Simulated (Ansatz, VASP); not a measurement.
## Two plane-wave programs on Be3TeSe2

The input INCAR:

```
SYSTEM = Be3TeSe2
PREC = Accurate
ENCUT = 520
EDIFF = 1E-6
ISMEAR = 0
SIGMA = 0.1
LREAL = .FALSE.
LASPH = .TRUE.
NELM = 60
ALGO = Normal
ISIF = 2
LWAVE = .FALSE.
LCHARG = .TRUE.
GGA = PE
LELF = .TRUE.
LVHAR = .TRUE.
NBANDS = 21
```

The input KPOINTS:

```
Automatic mesh
0
G
  3 3 6
  0 0 0
```

The input POSCAR:

```
Be3TeSe2
1.0
    6.0459381300      0.0000000000      0.0000000000
   -3.0229690600      5.2359360100      0.0000000000
    0.0000000000      0.0000000000      3.2718299200
Be Te Se
3 1 2
Direct
    0.5000000000      0.0000000000      0.5000000000
    0.5000000000      0.5000000000      0.5000000000
    0.0000000000      0.5000000000      0.5000000000
    0.0000000000      0.0000000000      0.0000000000
    0.3333333300      0.6666666700      0.0000000000
    0.6666666700      0.3333333300      0.0000000000
```

Input for Ansatz:

```yaml
crystal:
  lattice:
    - [6.04593813, 0.0, 0.0]
    - [-3.02296906, 5.23593601, 0.0]
    - [0.0, 0.0, 3.27182992]
  atoms:
    - { symbol: Be, position: [0.5, 0.0, 0.5] }
    - { symbol: Be, position: [0.5, 0.5, 0.5] }
    - { symbol: Be, position: [0.0, 0.5, 0.5] }
    - { symbol: Te, position: [0.0, 0.0, 0.0] }
    - { symbol: Se, position: [0.33333333, 0.66666667, 0.0] }
    - { symbol: Se, position: [0.66666667, 0.33333333, 0.0] }
basis:
  ecutwfc: 420
kpoints:
  mp_grid: { grid: [3, 3, 6] }
hamiltonian:
  xc: pbe
scf:
  occupations: { method: gaussian, width: 0.1 }
  lower_state_search: "off"
output:
  forces: true
  stress: true
  eigenvalues: true
```

Change from the starting cell: species swapped into the CeB2Ru3 type (P6/mmm, No. 191).

Alike in both runs: task single point; functional PBE; k mesh 3 × 3 × 6; occupations gaussian, width 0.1 eV; no spin polarisation.

|  | VASP | Ansatz |
| --- | --- | --- |
| version | VASP 6.6.1 | Ansatz 0.2.0 |
| potentials or method | VASP PAW PBE potentials, release 64 (Be, Te, Se), cutoff 520 eV | scalar-relativistic, plane waves, PAW |
| valence electrons in the cell | 24 | 54 |

Ansatz gave:

- gap on the k mesh at the Fermi level (eV): none
- pressure (GPa): 0.2
- traceless stress, the component that is largest in VASP (GPa): -3.62

**Question.** Which values does VASP return?

**Answer.** gap on the k mesh at the Fermi level (eV): none; pressure (GPa): 0.3; traceless stress, the component that is largest in VASP (GPa): -3.58.

A gap of «none» marks a metal or a gap that the smearing closes. With one functional, cell and mesh, what is left measures potentials, basis and numerics. VASP's potentials hold 24 valence electrons a cell and Ansatz's 54, so a difference there can come from the potentials and not from the codes.

The k mesh is coarse, so the values compare programs but aren't converged. Spin-orbit coupling is off throughout.
